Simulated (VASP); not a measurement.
Input of a VASP 6.6.1 run:

File INCAR:

```
SYSTEM = KF
ALGO = Normal ; EDIFF = 1E-7
EDIFFG = -0.08 ; ENCUT = 1350
GGA = PE ; GGA_COMPAT = .FALSE.
IBRION = 2 ; ISIF = 3
ISMEAR = 0 ; LASPH = .TRUE.
LCHARG = .FALSE. ; LREAL = .FALSE.
LWAVE = .FALSE. ; NELM = 120
NELMIN = 4 ; NSW = 36
PREC = Accurate ; SIGMA = 0.15
```

The input KPOINTS:

```
k-points
0
G
  4 4 4
  0 0 0
```

POSCAR

```
KF
1.0
    0.0000000000      3.0242355500      3.0242355500
    3.0242355500      0.0000000000      3.0242355500
    3.0242355500      3.0242355500      0.0000000000
K F
1 1
Direct
    0.0000000000      0.0000000000      0.0000000000
    0.2500000000      0.2500000000      0.2500000000
```

Potentials or basis: VASP PAW PBE potentials, release 64 (K_sv, F_h).

Launch:

```bash
$ cat potpaw_PBE.64/K_sv/POTCAR potpaw_PBE.64/F_h/POTCAR > POTCAR
$ mpirun -np 1 vasp_std > vasp.out
```

(1) Estimate the band gap on the k mesh.

(2) What does it give for the relaxed cell?

(3) What does it give for the space group after relaxing (to 0.1 Å)?

(4) Estimate the relaxed volume.

## Answers

(1) 5.05 eV (least direct gap 5.23 eV).

(2) a = 4.211 Å, b = 4.211 Å, c = 4.211 Å, α = 60.00°, β = 60.00°, γ = 60.00°.

(3) F-43m (No. 216).

(4) 26.40 Å³/atom.

Caveat: the k points lie up to 0.46 Å⁻¹ apart in the final cell.
